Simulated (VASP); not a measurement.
# ZnInC2N2 (P-1) in VASP: a series of runs

ZnInC2N2 is run at these levels: PBE; tasks: single point.

Everything below comes from runs of VASP 6.6.1. Logs are shortened: lines on timing, memory, paths and dates and some standing lists are left out, and cuts for length are marked.

**1. The cell of the first run**

The typed cell holds 6 atoms: a = 3.640 Å, b = 4.282 Å, c = 6.062 Å, α = 89.62°, β = 85.67°, γ = 89.96°.

**2. Single point, PBE**

INCAR

```
SYSTEM = ZnInC2N2
  ALGO = Normal
  EDIFF = 1E-6
  ENCUT = 520
  GGA = PE
  ISIF = 2
  ISMEAR = 0
  LASPH = .TRUE.
  LCHARG = .TRUE.
  LELF = .TRUE.
  LREAL = .FALSE.
  LVHAR = .TRUE.
  LWAVE = .FALSE.
  NBANDS = 30
  NELM = 100
  PREC = Accurate
  SIGMA = 0.1
```

KPOINTS

```
k-points
0
G
  6 4 4
  0 0 0
```

POSCAR

```
ZnInC2N2
1.0
    3.6205688850     -0.1242571743     -0.3575441674
    0.0927880709      4.2437307795     -0.5632553798
    1.0715246851      0.8021652787      5.9120245505
Zn In C N
1 1 2 2
Direct
    0.5000000000      0.0000000000      0.5000000000
    0.0000000000      0.0000000000      0.0000000000
    0.6697931232      0.3368980322      0.7049398396
    0.3302068768      0.6631019678      0.2950601604
    0.6769125693      0.6145054732      0.7216879029
    0.3230874307      0.3854945268      0.2783120971
```

Potentials or basis: VASP PAW PBE potentials, release 64 (Zn, In_d, C, N).

Launch:

```bash
$ cat potpaw_PBE.64/Zn/POTCAR potpaw_PBE.64/In_d/POTCAR potpaw_PBE.64/C/POTCAR potpaw_PBE.64/N/POTCAR > POTCAR
$ mpirun -np 1 vasp_std > vasp.out
```

OUTCAR:

```text
SYSTEM = ZnInC2N2
   EDIFF = 1E-6
   ENCUT = 520
   GGA = PE
   ISIF = 2
   ISMEAR = 0
   LASPH = .TRUE.
   LREAL = .FALSE.
   NELM = 100
   PREC = Accurate

 ion  position               nearest neighbor table
   1  0.500  0.000  0.500-   3 2.04   4 2.04   5 2.25   6 2.25   2 3.42   2 3.42
   2  0.000  0.000  0.000-   3 2.65   4 2.65   5 2.70   6 2.70   1 3.42   1 3.42
   3  0.670  0.337  0.705-   5 1.19   1 2.04   2 2.65
   4  0.330  0.663  0.295-   6 1.19   1 2.04   2 2.65
   5  0.677  0.615  0.722-   3 1.19   1 2.25   2 2.70
   6  0.323  0.385  0.278-   4 1.19   1 2.25   2 2.70

  LATTYP: Found a triclinic cell.
 ALAT       =     6.0616555965
 B/A-ratio  =     0.6005457878
 C/A-ratio  =     0.7063998322
 COS(alpha) =     0.0006428368
 COS(beta)  =     0.0066890285
 COS(gamma) =     0.0755019018

  Lattice vectors:

 A1 = (   1.0715246851,   0.8021652787,   5.9120245505)
 A2 = (   3.6205688850,  -0.1242571743,  -0.3575441674)
 A3 = (   0.0927880709,   4.2437307795,  -0.5632553798)

Analysis of symmetry for initial positions (statically):
=====================================================================
 Subroutine PRICEL returns:
 Original cell was already a primitive cell.

 Routine SETGRP: Setting up the symmetry group for a
 triclinic supercell.

 Subroutine GETGRP returns: Found  2 space group operations
 (whereof  2 operations were pure point group operations)
 out of a pool of  2 trial point group operations.

The static configuration has the point symmetry S_2 .

Analysis of symmetry for dynamics (positions and initial velocities):
=====================================================================
 Subroutine PRICEL returns:
 Original cell was already a primitive cell.

 Routine SETGRP: Setting up the symmetry group for a
 triclinic supercell.

 Subroutine GETGRP returns: Found  2 space group operations
 (whereof  2 operations were pure point group operations)
 out of a pool of  2 trial point group operations.

The dynamic configuration has the point symmetry S_2 .

 Subroutine INISYM returns: Found  2 space group operations
 (whereof  2 operations are pure point group operations),
 and found     1 'primitive' translations

----------------------------------------------------------------------------------------

                                     Primitive cell

  volume of cell :      94.2149

  direct lattice vectors                    reciprocal lattice vectors
     3.620568885 -0.124257174 -0.357544167     0.271091702 -0.012228512 -0.047474797
     0.092788071  4.243730779 -0.563255380     0.004752987  0.231258758 -0.032239496
     1.071524685  0.802165279  5.912024550     0.016847765  0.021293130  0.163204091

  length of vectors
     3.640301736  4.281952496  6.061655597     0.275488845  0.233543549  0.165447333

  position of ions in fractional coordinates (direct lattice)
     0.500000000  1.000000000  0.500000000
     0.000000000  0.000000000  0.000000000
     0.669793123  0.336898032  0.704939840
     0.330206877  0.663101968  0.295060160
     0.676912569  0.614505473  0.721687903
     0.323087431  0.385494527  0.278312097

  ion indices of the primitive-cell ions
   primitive index   ion index
                 1           1
                 2           2
                 3           3
                 4           4
                 5           5
                 6           6

----------------------------------------------------------------------------------------

 KPOINTS: k-points

Automatic generation of k-mesh.
 Grid dimensions read from file:
 generate k-points for:    6    4    4

 Generating k-lattice:

  Cartesian coordinates                     Fractional coordinates (reciprocal lattice)
     0.045181950 -0.002038085 -0.007912466     0.166666667  0.000000000  0.000000000
     0.001188247  0.057814690 -0.008059874     0.000000000  0.250000000 -0.000000000
     0.004211941  0.005323282  0.040801023     0.000000000 -0.000000000  0.250000000

  Length of vectors
     0.045914808  0.058385887  0.041361833

  Shift w.r.t. Gamma in fractional coordinates (k-lattice)
     0.000000000  0.000000000  0.000000000

 Subroutine IBZKPT returns following result:
 ===========================================

 Found     52 irreducible k-points:

 Following reciprocal coordinates:
            Coordinates               Weight
  0.000000  0.000000  0.000000      1.000000
  0.166667  0.000000 -0.000000      2.000000
  0.333333  0.000000 -0.000000      2.000000
  0.500000  0.000000 -0.000000      1.000000
  0.000000  0.250000  0.000000      2.000000
  0.166667  0.250000 -0.000000      2.000000
[... 16 lines left out ...]
  0.333333  0.250000  0.250000      2.000000
  0.500000  0.250000  0.250000      2.000000
 [... further k-points ...]
   k-points           NKPTS =     52   k-points in BZ     NKDIM =     52   number of bands    NBANDS=     30
   number of dos      NEDOS =    301   number of ions     NIONS =      6
   total plane-waves  NPLWV =  43008
   dimension x,y,z NGX =    28 NGY =   32 NGZ =   48
   dimension x,y,z NGXF=    56 NGYF=   64 NGZF=   96
   ions per type =               1   1   2   2
   NGX,Y,Z   is equivalent  to a cutoff of  12.79, 12.42, 13.16 a.u.
   NGXF,Y,Z  is equivalent  to a cutoff of  25.57, 24.85, 26.33 a.u.
 SYSTEM =  ZnInC2N2
   PREC   = accura    normal or accurate (medium, high low for compatibility)
   ISTART =      0    job   : 0-new  1-cont  2-samecut
   ICHARG =      2    charge: 1-file 2-atom 10-const
   ISPIN  =      1    spin polarized calculation?
   LNONCOLLINEAR =      F non collinear calculations
   LSORBIT =      F    spin-orbit coupling
   LASPH  =      T    aspherical Exc in radial PAW
   ENCUT  =  520.0 eV  38.22 Ry    6.18 a.u.   6.77  7.96 11.27*2*pi/ulx,y,z
   NELM   =    100;   NELMIN=  2; NELMDL= -5     # of ELM steps
   EDIFF  = 0.1E-05   stopping-criterion for ELM
   LREAL  =      F    real-space projection
   EDIFFG = 0.1E-04   stopping-criterion for IOM
   NSW    =      0    number of steps for IOM
   IBRION =     -1    ionic relax: 0-MD 1-quasi-New 2-CG
   NFREE  =      0    steps in history (QN), initial steepest desc. (CG)
   ISIF   =      2    stress and relaxation
   ISYM   =      2    0-nonsym 1-usesym 2-fastsym
   POTIM  = 0.5000    time-step for ionic-motion
   TEBEG  =    0.0;   TEEND  =   0.0 temperature during run
   PSTRESS=    0.0 pullay stress
   NELECT =      43.0000    total number of electrons
   NUPDOWN=      -1.0000    fix difference up-down
   EMIN   =  10.00;   EMAX   =-10.00  energy-range for DOS
   EFERMI =   0.00;   METHOD = LEGACY
   ISMEAR =     0;   SIGMA  =   0.10  broadening in eV -4-tet -1-fermi 0-gaus
   EFERMI_NEDOS =   21; number of points for ismear=-14 and -15
   IALGO  =     38    algorithm
   IMIX   =      4    mixing-type and parameters
     AMIX     =   0.40;   BMIX     =  1.00
     AMIX_MAG =   1.60;   BMIX_MAG =  1.00
  volume/ion in A,a.u.               =      15.70       105.97
  Fermi-wavevector in a.u.,A,eV,Ry     =   1.260447  2.381899 21.615932  1.588726
  Thomas-Fermi vector in A             =   2.393956
   LORBIT       =      0    0 simple, 1 ext, 2 COOP (PROOUT), +10 PAW based schemes
   GGA     = PE    functional components
   LHFCALC =     F    Hartree Fock is set to
   AEXX    =    0.0000 exact exchange contribution
   IVDW    =     0    specifies the selected vdW correction
   LEPSILON=     F    determine dielectric tensor
   LRPA    =     F    only Hartree local field effects (RPA)
 non-spin polarized calculation
 Gauss-broadening in eV      SIGMA  =   0.10
  energy-cutoff  :      520.00
  volume of cell :       94.21
 maximum number of plane-waves:      2562
   NGX = 13   NGY = 15   NGZ = 23

 number of electron      43.0000009 magnetization

 Free energy of the ion-electron system (eV)
  ---------------------------------------------------
  ext. energy  EPLUGINS =         0.00000000
  ---------------------------------------------------
  free energy    TOTEN  =       -35.72975584 eV

  energy without entropy =      -35.72491382  energy(sigma->0) =      -35.72733483

 E-fermi :   3.5193     XC(G=0):  -9.5618

 val. band max:        3.5034105779   @ k =  -0.3333   0.2500   0.0000
 cond. band min:       3.6083327351   @ k =   0.5000  -0.2500   0.2500
 fundamental gap:      0.1049221573
 Fermi energy:         3.5192903242

 k-point     1 :       0.0000    0.0000    0.0000
  band No.  band energies     occupation
      1     -15.3470      2.00000
      2     -14.9604      2.00000
      3     -11.0892      2.00000
      4     -11.0264      2.00000
      5     -11.0163      2.00000
      6     -10.9854      2.00000
[... 22 lines left out ...]
     29       9.9391      0.00000
     30      10.9370      0.00000

 k-point     2 :       0.1667    0.0000   -0.0000
  band No.  band energies     occupation
      1     -15.3072      2.00000
      2     -14.9577      2.00000
      3     -11.0633      2.00000
      4     -11.0231      2.00000
      5     -11.0050      2.00000
      6     -11.0003      2.00000
[... 22 lines left out ...]
     29      10.3293      0.00000
     30      10.5141      0.00000

 k-point     3 :       0.3333    0.0000   -0.0000
  band No.  band energies     occupation
      1     -15.2183      2.00000
      2     -14.9604      2.00000
      3     -11.0421      2.00000
      4     -11.0336      2.00000
      5     -11.0161      2.00000
      6     -10.9785      2.00000
[... 22 lines left out ...]
     29      10.5765      0.00000
     30      11.0234      0.00000

 k-point     4 :       0.5000    0.0000   -0.0000
  band No.  band energies     occupation
      1     -15.1650      2.00000
      2     -14.9699      2.00000
      3     -11.0512      2.00000
      4     -11.0401      2.00000
      5     -11.0124      2.00000
      6     -10.9853      2.00000
[... 22 lines left out ...]
     29      10.4373      0.00000
     30      11.2147      0.00000

 k-point     5 :       0.0000    0.2500    0.0000
  band No.  band energies     occupation
      1     -15.3024      2.00000
      2     -14.9562      2.00000
      3     -11.0797      2.00000
      4     -11.0167      2.00000
      5     -11.0096      2.00000
      6     -10.9840      2.00000
[... 22 lines left out ...]
     29      11.1177      0.00000
     30      11.6859      0.00000
[... 526 lines left out ...]
     29      10.5273      0.00000
     30      11.0095      0.00000

 k-point    22 :       0.1667    0.2500    0.2500
  band No.  band energies     occupation
      1     -15.2463      2.00000
      2     -14.9730      2.00000
      3     -11.0518      2.00000
      4     -11.0207      2.00000
      5     -11.0010      2.00000
      6     -10.9977      2.00000
[... 22 lines left out ...]
     29       9.7741      0.00000
     30      11.2430      0.00000

 k-point    23 :       0.3333    0.2500    0.2500
  band No.  band energies     occupation
      1     -15.1721      2.00000
      2     -14.9632      2.00000
      3     -11.0421      2.00000
      4     -11.0339      2.00000
      5     -11.0093      2.00000
      6     -10.9759      2.00000
[... 22 lines left out ...]
     29       9.9380      0.00000
     30      10.9971      0.00000

 k-point    24 :       0.5000    0.2500    0.2500
  band No.  band energies     occupation
      1     -15.1245      2.00000
      2     -14.9688      2.00000
      3     -11.0515      2.00000
      4     -11.0426      2.00000
      5     -11.0084      2.00000
      6     -10.9832      2.00000
[... 22 lines left out ...]
     29       9.5930      0.00000
     30      10.7522      0.00000

 [... further k-points ...]

------------------------ aborting loop because EDIFF is reached ----------------------------------------

  FORCE on cell =-STRESS in cart. coord.  units (eV):
  Direction    XX          YY          ZZ          XY          YZ          ZX
  --------------------------------------------------------------------------------------
  -------------------------------------------------------------------------------------
  Total       -0.0218003      0.8192540      0.0530717      0.1685311     -0.0771178     -0.0247371
  in kB       -0.3707260     13.9318820      0.9025142      2.8659681     -1.3114318     -0.4206682
  external PRESSURE =       4.8212234 kB  Pullay stress =       0.0000000 kB

 VOLUME and BASIS-vectors are now :
 -----------------------------------------------------------------------------
  energy-cutoff  :      520.00
  volume of cell :       94.21
      direct lattice vectors                 reciprocal lattice vectors
     3.620568885 -0.124257174 -0.357544167     0.271091702 -0.012228512 -0.047474797
     0.092788071  4.243730779 -0.563255380     0.004752987  0.231258758 -0.032239496
     1.071524685  0.802165279  5.912024550     0.016847765  0.021293130  0.163204091

 POSITION                                       TOTAL-FORCE (eV/Angst)
 -----------------------------------------------------------------------------------
      2.34605      0.33895      2.77724        -0.000000      0.000000      0.000000
      0.00000      0.00000      0.00000        -0.000000      0.000000      0.000000
      3.21165      1.91196      3.73838         0.010294     -0.270129      0.035606
      1.57323      3.00968      1.25284        -0.010294      0.270129     -0.035606
      3.28113      3.10260      3.67849         0.008109      0.294800     -0.010327
      1.50375      1.81904      1.31274        -0.008109     -0.294800      0.010327
 -----------------------------------------------------------------------------------
    total drift:                                0.000000      0.000000      0.000000

  FREE ENERGIE OF THE ION-ELECTRON SYSTEM (eV)
  ---------------------------------------------------
  free  energy   TOTEN  =       -35.7297558421 eV

  energy  without entropy=      -35.7249138199  energy(sigma->0) =      -35.72733483
```

Wall time 1.9 min (1 thread of AMD EPYC 7R13 (Zen 3), shared host); peak memory 0.27 GiB.

Results:

```
Free energy            : -35.7298 eV
Pressure               : 0.5 GPa
Largest force          : 0.295 eV/Å
Band gap on the k mesh : zero (an odd number of electrons rules out a gap without spin polarisation)
```

Forces in eV/Å, atoms in the order of the input:
```
Zn   0.000  0.000  0.000
In   0.000  0.000  0.000
C    0.010 -0.270  0.036
C   -0.010  0.270 -0.036
N    0.008  0.295 -0.010
N   -0.008 -0.295  0.010
```

Stress tensor (GPa, compression positive):
```
-0.04  0.29 -0.04
 0.29  1.39 -0.13
-0.04 -0.13  0.09
```

Levels at points of the mesh, in eV from the Fermi level:
| k point | band 19 | band 20 | band 21 | band 22 | band 23 | band 24 |
| --- | --- | --- | --- | --- | --- | --- |
| (0.00, 0.00, 0.00) | -4.45 | -4.24 | -1.06 | 0.46 | 2.56 | 3.28 |
| (0.50, 0.00, 0.00) | -4.93 | -4.78 | -1.26 | 1.39 | 1.42 | 1.95 |
| (0.00, 0.50, 0.00) | -4.05 | -3.87 | -2.84 | 1.17 | 1.73 | 2.27 |
| (0.50, 0.50, 0.00) | -3.94 | -3.42 | -2.91 | -1.42 | -0.11 | 0.39 |
| (0.00, 0.00, 0.50) | -4.41 | -4.38 | -1.07 | 1.98 | 2.01 | 3.38 |
| (0.50, 0.00, 0.50) | -4.81 | -4.29 | -1.40 | 0.44 | 1.11 | 2.37 |
| (0.00, 0.50, 0.50) | -4.09 | -2.96 | -2.89 | -0.44 | 2.56 | 2.78 |
| (0.50, 0.50, 0.50) | -4.02 | -3.99 | -2.69 | -1.84 | 0.78 | 1.68 |

Caveat: the k points lie up to 0.37 Å⁻¹ apart, too coarse for converged energies and pressures of a metal; spin-orbit coupling is left out, which moves the levels of the heavy elements.

**3. Single point, PBE**

This run uses another cell than the first one, of 15.89 Å³/atom.

INCAR

```
ALGO = Normal
EDIFF = 1E-6
ENCUT = 520
GGA = PE
ISIF = 2
ISMEAR = 0
LASPH = True
LCHARG = False
LREAL = False
LWAVE = False
NBANDS = 30
NELM = 80
PREC = Accurate
SIGMA = 0.1
```

KPOINTS

```
k-points
0
Gamma
  6 4 4
```

POSCAR

```
ZnInC2N2
1.0
    3.7328953500      0.0000000000      0.0000000000
    0.2352163600      4.0661545600      0.0000000000
    1.7807983200      1.6227956500      6.2816560200
Zn In C N
1 1 2 2
Direct
    0.5000000000      0.0000000000      0.5000000000
    0.0000000000      0.0000000000      0.0000000000
    0.8067973400      0.3864053300      0.8067973400
    0.1932026600      0.6135946700      0.1932026600
    0.6938302600      0.6123394800      0.6938302600
    0.3061697400      0.3876605200      0.3061697400
```

Potentials or basis: VASP PAW PBE potentials, release 64 (Zn, In_d, C, N).

Launch:

```bash
$ cat potpaw_PBE.64/Zn/POTCAR potpaw_PBE.64/In_d/POTCAR potpaw_PBE.64/C/POTCAR potpaw_PBE.64/N/POTCAR > POTCAR
$ mpirun -np 1 vasp_std > vasp.out
```

Run time: 100 s. Hardware: 1 thread of AMD EPYC 7R13 (Zen 3), shared host; peak memory 0.26 GiB.

The run converged. Its results:

```
Free energy            : -32.1196 eV
Pressure               : 6.3 GPa
Largest force          : 3.556 eV/Å
Band gap on the k mesh : zero (an odd number of electrons rules out a gap without spin polarisation)
```

Forces on the atoms (eV/Å):
```
Zn   0.000  0.000  0.000
In   0.000  0.000  0.000
C    0.676 -1.279  1.269
C   -0.676  1.279 -1.269
N   -1.358  2.180 -2.458
N    1.358 -2.180  2.458
```

Stress tensor (GPa, compression positive):
```
 3.58 -3.79  4.81
-3.79 11.80 -6.67
 4.81 -6.67  3.65
```

Levels at points of the mesh, in eV from the Fermi level:
```tsv
k point	band 19	band 20	band 21	band 22	band 23	band 24
(0.00, 0.00, 0.00)	-5.47	-5.18	-1.40	0.57	0.98	1.18
(0.50, 0.00, 0.00)	-5.72	-5.64	-0.30	-0.05	0.22	1.59
(0.00, 0.50, 0.00)	-5.59	-5.05	-0.09	0.06	0.48	1.31
(0.50, 0.50, 0.00)	-6.00	-5.83	-1.12	-0.58	-0.02	1.76
(0.00, 0.00, 0.50)	-5.49	-5.46	-0.58	0.34	1.08	1.15
(0.50, 0.00, 0.50)	-5.82	-5.13	-0.92	0.07	0.75	1.03
(0.00, 0.50, 0.50)	-5.54	-5.47	-0.03	0.11	0.56	2.09
(0.50, 0.50, 0.50)	-5.93	-5.42	-1.84	-0.59	0.05	1.34
```

Caveat: the k points lie up to 0.40 Å⁻¹ apart, too coarse for converged energies and pressures of a metal; spin-orbit coupling is left out, which moves the levels of the heavy elements; forces of over 1 eV/Å act on the atoms, so gaps and moduli don't describe the material at rest.
